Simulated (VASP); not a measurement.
# Ga (I4/mmm) in VASP: notebook

The runs below take Ga through single point, with LDA.

Everything below comes from runs of VASP 6.6.1. Logs are shortened: lines on timing, memory, paths and dates and some standing lists are left out, and cuts for length are marked.

## Step 1: The cell of the first run

It takes space group I4/mmm (No. 139, tetragonal). Conventional cell: a = 2.787 Å, b = 2.787 Å, c = 4.653 Å, α = 90.00°, β = 90.00°, γ = 90.00°. Within 3.7 Å of Ga (site symmetry 4/mmm) lie 12 Ga at 2.79 to 3.05 Å.

## Step 2: Single point, LDA

Input file INCAR:

```
PREC = Accurate
ENCUT = 520
EDIFF = 1E-6
ISMEAR = -1
SIGMA = 0.05
LREAL = F
LASPH = T
NELM = 100
ALGO = Normal
ISIF = 2
LWAVE = F
LCHARG = F
NBANDS = 12
```

Input file KPOINTS:

```
Automatic mesh
0
Gamma
  13 13 13
```

Input file POSCAR:

```
Ga
1.0
   -1.3935671902      1.3935671902      2.3265304007
    1.3935671902     -1.3935671902      2.3265304007
    1.3935671902      1.3935671902     -2.3265304007
Ga
1
Direct
    0.0000000000      0.0000000000      0.0000000000
```

Potentials or basis: VASP PAW LDA potentials, release 64 (Ga_d).

Started as:

```sh
$ cat potpaw_LDA.64/Ga_d/POTCAR > POTCAR
$ mpirun -np 1 vasp_std > vasp.out
```

OUTCAR:

```text
PREC = Accurate
   ENCUT = 520
   EDIFF = 1E-6
   ISMEAR = -1
   LREAL = F
   LASPH = T
   NELM = 100
   ISIF = 2

 ion  position               nearest neighbor table
   1  0.000  0.000  0.000-

  LATTYP: Found a body centered tetragonal cell.
 ALAT       =     2.7871343804
 C/A-ratio  =     1.6694784558

  Lattice vectors:

 A1 = (  -1.3935671902,   1.3935671902,   2.3265304007)
 A2 = (   1.3935671902,  -1.3935671902,   2.3265304007)
 A3 = (   1.3935671902,   1.3935671902,  -2.3265304007)

Analysis of symmetry for initial positions (statically):
=====================================================================
 Subroutine PRICEL returns:
 Original cell was already a primitive cell.

 Routine SETGRP: Setting up the symmetry group for a
 body centered tetragonal supercell.

 Subroutine GETGRP returns: Found 16 space group operations
 (whereof 16 operations were pure point group operations)
 out of a pool of 16 trial point group operations.

The static configuration has the point symmetry D_4h.

Analysis of symmetry for dynamics (positions and initial velocities):
=====================================================================
 Subroutine PRICEL returns:
 Original cell was already a primitive cell.

 Routine SETGRP: Setting up the symmetry group for a
 body centered tetragonal supercell.

 Subroutine GETGRP returns: Found 16 space group operations
 (whereof 16 operations were pure point group operations)
 out of a pool of 16 trial point group operations.

The dynamic configuration has the point symmetry D_4h.

 Subroutine INISYM returns: Found 16 space group operations
 (whereof 16 operations are pure point group operations),
 and found     1 'primitive' translations

----------------------------------------------------------------------------------------

                                     Primitive cell

  volume of cell :      18.0728

  direct lattice vectors                    reciprocal lattice vectors
    -1.393567190  1.393567190  2.326530401     0.000000000  0.358791455  0.214912300
     1.393567190 -1.393567190  2.326530401     0.358791455  0.000000000  0.214912300
     1.393567190  1.393567190 -2.326530401     0.358791455  0.358791455  0.000000000

  length of vectors
     3.049065879  3.049065879  3.049065879     0.418232716  0.418232716  0.507407742

  position of ions in fractional coordinates (direct lattice)
     0.000000000  0.000000000  0.000000000

  ion indices of the primitive-cell ions
   primitive index   ion index
                 1           1

----------------------------------------------------------------------------------------

 KPOINTS: Automatic mesh

Automatic generation of k-mesh.
 Grid dimensions read from file:
 generate k-points for:   13   13   13

 Generating k-lattice:

  Cartesian coordinates                     Fractional coordinates (reciprocal lattice)
     0.000000000  0.027599343  0.016531715     0.076923077  0.000000000 -0.000000000
     0.027599343  0.000000000  0.016531715     0.000000000  0.076923077 -0.000000000
     0.027599343  0.027599343  0.000000000     0.000000000  0.000000000  0.076923077

  Length of vectors
     0.032171747  0.032171747  0.039031365

  Shift w.r.t. Gamma in fractional coordinates (k-lattice)
     0.000000000  0.000000000  0.000000000

 Subroutine IBZKPT returns following result:
 ===========================================

 Found    196 irreducible k-points:

 Following reciprocal coordinates:
            Coordinates               Weight
  0.000000  0.000000  0.000000      1.000000
  0.076923 -0.000000  0.000000      8.000000
  0.153846  0.000000 -0.000000      8.000000
  0.230769  0.000000  0.000000      8.000000
  0.307692  0.000000 -0.000000      8.000000
  0.384615 -0.000000  0.000000      8.000000
[... 16 lines left out ...]
  0.384615  0.153846  0.000000     16.000000
  0.461538  0.153846 -0.000000     16.000000
 [... further k-points ...]
   k-points           NKPTS =    196   k-points in BZ     NKDIM =    196   number of bands    NBANDS=     12
   number of dos      NEDOS =    301   number of ions     NIONS =      1
   total plane-waves  NPLWV =  13824
   dimension x,y,z NGX =    24 NGY =   24 NGZ =   24
   dimension x,y,z NGXF=    48 NGYF=   48 NGZF=   48
   ions per type =               1
   NGX,Y,Z   is equivalent  to a cutoff of  13.09, 13.09, 13.09 a.u.
   NGXF,Y,Z  is equivalent  to a cutoff of  26.17, 26.17, 26.17 a.u.
 SYSTEM =  unknown system
   PREC   = accura    normal or accurate (medium, high low for compatibility)
   ISTART =      0    job   : 0-new  1-cont  2-samecut
   ICHARG =      2    charge: 1-file 2-atom 10-const
   ISPIN  =      1    spin polarized calculation?
   LNONCOLLINEAR =      F non collinear calculations
   LSORBIT =      F    spin-orbit coupling
   LASPH  =      T    aspherical Exc in radial PAW
   ENCUT  =  520.0 eV  38.22 Ry    6.18 a.u.   5.67  5.67  5.67*2*pi/ulx,y,z
   NELM   =    100;   NELMIN=  2; NELMDL= -5     # of ELM steps
   EDIFF  = 0.1E-05   stopping-criterion for ELM
   LREAL  =      F    real-space projection
   EDIFFG = 0.1E-04   stopping-criterion for IOM
   NSW    =      0    number of steps for IOM
   IBRION =     -1    ionic relax: 0-MD 1-quasi-New 2-CG
   NFREE  =      0    steps in history (QN), initial steepest desc. (CG)
   ISIF   =      2    stress and relaxation
   ISYM   =      2    0-nonsym 1-usesym 2-fastsym
   POTIM  = 0.5000    time-step for ionic-motion
   TEBEG  =    0.0;   TEEND  =   0.0 temperature during run
   PSTRESS=    0.0 pullay stress
   NELECT =      13.0000    total number of electrons
   NUPDOWN=      -1.0000    fix difference up-down
   EMIN   =  10.00;   EMAX   =-10.00  energy-range for DOS
   EFERMI =   0.00;   METHOD = LEGACY
   ISMEAR =    -1;   SIGMA  =   0.05  broadening in eV -4-tet -1-fermi 0-gaus
   EFERMI_NEDOS =   21; number of points for ismear=-14 and -15
   IALGO  =     38    algorithm
   IMIX   =      4    mixing-type and parameters
     AMIX     =   0.40;   BMIX     =  1.00
     AMIX_MAG =   1.60;   BMIX_MAG =  1.00
  volume/ion in A,a.u.               =      18.07       121.96
  Fermi-wavevector in a.u.,A,eV,Ry     =   1.466834  2.771915 29.274340  2.151603
  Thomas-Fermi vector in A             =   2.582524
   LORBIT       =      0    0 simple, 1 ext, 2 COOP (PROOUT), +10 PAW based schemes
   GGA     = CA    functional components
   LHFCALC =     F    Hartree Fock is set to
   AEXX    =    0.0000 exact exchange contribution
   IVDW    =     0    specifies the selected vdW correction
   LEPSILON=     F    determine dielectric tensor
   LRPA    =     F    only Hartree local field effects (RPA)
 non-spin polarized calculation
  energy-cutoff  :      520.00
  volume of cell :       18.07
 maximum number of plane-waves:       504
   NGX = 11   NGY = 11   NGZ = 11

 number of electron      12.9999996 magnetization

 Free energy of the ion-electron system (eV)
  ---------------------------------------------------
  ext. energy  EPLUGINS =         0.00000000
  ---------------------------------------------------
  free energy    TOTEN  =        -3.55636630 eV

  energy without entropy =       -3.55294760  energy(sigma->0) =       -3.55465695

 E-fermi :   5.6222     XC(G=0): -11.5478

 val. band max:        5.6103097985   @ k =  -0.1538  -0.3846   0.0769
 cond. band min:       5.6725228128   @ k =   0.4615   0.3846   0.0000
 fundamental gap:      0.0622130143
 Fermi energy:         5.6221504557

 k-point     1 :       0.0000    0.0000    0.0000
  band No.  band energies     occupation
      1      -9.4622      2.00000
      2      -9.3113      2.00000
      3      -9.2762      2.00000
      4      -9.2762      2.00000
      5      -9.1196      2.00000
      6      -5.6789      2.00000
      7      17.9442      0.00000
      8      18.3199      0.00000
      9      18.3199      0.00000
     10      21.9182      0.00000
     11      22.3119      0.00000
     12      22.8755      0.00000

 k-point     2 :       0.0769   -0.0000    0.0000
  band No.  band energies     occupation
      1      -9.4520      2.00000
      2      -9.3084      2.00000
      3      -9.2791      2.00000
      4      -9.2700      2.00000
      5      -9.1248      2.00000
      6      -5.5206      2.00000
      7      16.4983      0.00000
      8      17.4890      0.00000
      9      18.1967      0.00000
     10      20.9866      0.00000
     11      22.0923      0.00000
     12      23.2935      0.00000

 k-point     3 :       0.1538    0.0000   -0.0000
  band No.  band energies     occupation
      1      -9.4308      2.00000
      2      -9.3144      2.00000
      3      -9.2685      2.00000
      4      -9.2545      2.00000
      5      -9.1380      2.00000
      6      -5.0422      2.00000
      7      13.4209      0.00000
      8      16.3955      0.00000
      9      17.9517      0.00000
     10      20.0057      0.00000
     11      21.4188      0.00000
     12      24.3057      0.00000

 k-point     4 :       0.2308    0.0000    0.0000
  band No.  band energies     occupation
      1      -9.4162      2.00000
      2      -9.3419      2.00000
      3      -9.2395      2.00000
      4      -9.2230      2.00000
      5      -9.1493      2.00000
      6      -4.2372      2.00000
      7      10.2946      0.00000
      8      15.3003      0.00000
      9      17.7628      0.00000
     10      19.0604      0.00000
     11      21.1633      0.00000
     12      25.3619      0.00000

 k-point     5 :       0.3077    0.0000   -0.0000
  band No.  band energies     occupation
      1      -9.4131      2.00000
      2      -9.3764      2.00000
      3      -9.2398      2.00000
      4      -9.1608      2.00000
      5      -9.1451      2.00000
      6      -3.1039      2.00000
      7       7.3628      0.00000
      8      14.3969      0.00000
      9      17.7067      0.00000
     10      18.3054      0.00000
     11      21.1867      0.00000
     12      24.5185      0.00000

 k-point     6 :       0.3846   -0.0000    0.0000
  band No.  band energies     occupation
      1      -9.4178      2.00000
      2      -9.4044      2.00000
      3      -9.2516      2.00000
      4      -9.1299      2.00000
      5      -9.1043      2.00000
      6      -1.6493      2.00000
      7       4.6935      2.00000
      8      13.7634      0.00000
      9      17.7679      0.00000
     10      17.7962      0.00000
     11      21.4153      0.00000
     12      23.3852      0.00000

 k-point     7 :       0.4615    0.0000   -0.0000
  band No.  band energies     occupation
      1      -9.4296      2.00000
      2      -9.4127      2.00000
      3      -9.2608      2.00000
      4      -9.1187      2.00000
      5      -9.0713      2.00000
      6       0.0827      2.00000
      7       2.3508      2.00000
      8      13.4381      0.00000
      9      17.5416      0.00000
     10      17.8549      0.00000
     11      21.7361      0.00000
     12      22.7319      0.00000

 k-point     8 :       0.0769    0.0769    0.0000
  band No.  band energies     occupation
      1      -9.4439      2.00000
      2      -9.3114      2.00000
      3      -9.2769      2.00000
      4      -9.2586      2.00000
      5      -9.1287      2.00000
      6      -5.2773      2.00000
      7      15.6920      0.00000
      8      15.8744      0.00000
      9      17.5025      0.00000
     10      21.0385      0.00000
     11      21.2845      0.00000
     12      22.9149      0.00000
[... 166 lines left out ...]
 k-point    20 :       0.1538    0.1538   -0.0000
  band No.  band energies     occupation
      1      -9.3950      2.00000
      2      -9.3201      2.00000
      3      -9.2674      2.00000
      4      -9.2301      2.00000
      5      -9.1505      2.00000
      6      -4.0601      2.00000
      7      12.2300      0.00000
      8      12.2406      0.00000
      9      15.3959      0.00000
     10      21.0389      0.00000
     11      21.4128      0.00000
     12      23.9506      0.00000

 k-point    21 :       0.2308    0.1538   -0.0000
  band No.  band energies     occupation
      1      -9.3701      2.00000
      2      -9.3361      2.00000
      3      -9.2486      2.00000
      4      -9.2176      2.00000
      5      -9.1597      2.00000
      6      -3.0836      2.00000
      7       9.2635      0.00000
      8      12.0139      0.00000
      9      14.3578      0.00000
     10      20.3818      0.00000
     11      21.6035      0.00000
     12      23.5584      0.00000

 k-point    22 :       0.3077    0.1538   -0.0000
  band No.  band energies     occupation
      1      -9.3651      2.00000
      2      -9.3557      2.00000
      3      -9.2558      2.00000
      4      -9.1737      2.00000
      5      -9.1537      2.00000
      6      -1.7867      2.00000
      7       6.4933      0.00000
      8      11.9885      0.00000
      9      13.6488      0.00000
     10      19.4913      0.00000
     11      20.6797      0.00000
     12      24.7796      0.00000

 k-point    23 :       0.3846    0.1538    0.0000
  band No.  band energies     occupation
      1      -9.3905      2.00000
      2      -9.3494      2.00000
      3      -9.2714      2.00000
      4      -9.1645      2.00000
      5      -9.1081      2.00000
      6      -0.1886      2.00000
      7       4.0028      2.00000
      8      12.0168      0.00000
      9      13.4449      0.00000
     10      18.5215      0.00000
     11      20.1808      0.00000
     12      25.6428      0.00000

 k-point    24 :       0.4615    0.1538   -0.0000
  band No.  band energies     occupation
      1      -9.4058      2.00000
      2      -9.3443      2.00000
      3      -9.2803      2.00000
      4      -9.1685      2.00000
      5      -9.0766      2.00000
      6       1.2669      2.00000
      7       2.2541      2.00000
      8      12.0245      0.00000
      9      13.8062      0.00000
     10      17.7371      0.00000
     11      20.0720      0.00000
     12      26.2416      0.00000

 [... further k-points ...]
[... 5 lines left out ...]
  --------------------------------------------------------------------------------------
  -------------------------------------------------------------------------------------
  Total       -0.3972394     -0.3972394     -0.3533452      0.0000000     -0.0000000      0.0000000
  in kB      -35.2158668    -35.2158668    -31.3245822      0.0000000     -0.0000000      0.0000000
  external PRESSURE =     -33.9187719 kB  Pullay stress =       0.0000000 kB

 VOLUME and BASIS-vectors are now :
 -----------------------------------------------------------------------------
  energy-cutoff  :      520.00
  volume of cell :       18.07
      direct lattice vectors                 reciprocal lattice vectors
    -1.393567190  1.393567190  2.326530401     0.000000000  0.358791455  0.214912300
     1.393567190 -1.393567190  2.326530401     0.358791455  0.000000000  0.214912300
     1.393567190  1.393567190 -2.326530401     0.358791455  0.358791455  0.000000000

 POSITION                                       TOTAL-FORCE (eV/Angst)
 -----------------------------------------------------------------------------------
      0.00000      0.00000      0.00000        -0.000000      0.000000     -0.000000
 -----------------------------------------------------------------------------------
    total drift:                               -0.000000      0.000000     -0.000000

  FREE ENERGIE OF THE ION-ELECTRON SYSTEM (eV)
  ---------------------------------------------------
  free  energy   TOTEN  =        -3.5563663011 eV

  energy  without entropy=       -3.5529475989  energy(sigma->0) =       -3.55465695
```

Run time: 8.4 s. Hardware: 1 thread of Intel Xeon 6975P-C (Granite Rapids), shared host; peak memory 0.15 GiB.

Results:

```
Free energy : -3.5564 eV
Pressure    : -3.4 GPa
```

Levels at points of the mesh, in eV from the Fermi level:
```csv
k point,band 2,band 3,band 4,band 5,band 6,band 7,band 8,band 9,band 10,band 11
"(0.00, 0.00, 0.00)",-14.93,-14.90,-14.90,-14.74,-11.30,12.32,12.70,12.70,16.30,16.69
```

(Part 1 of 2 ends here.)
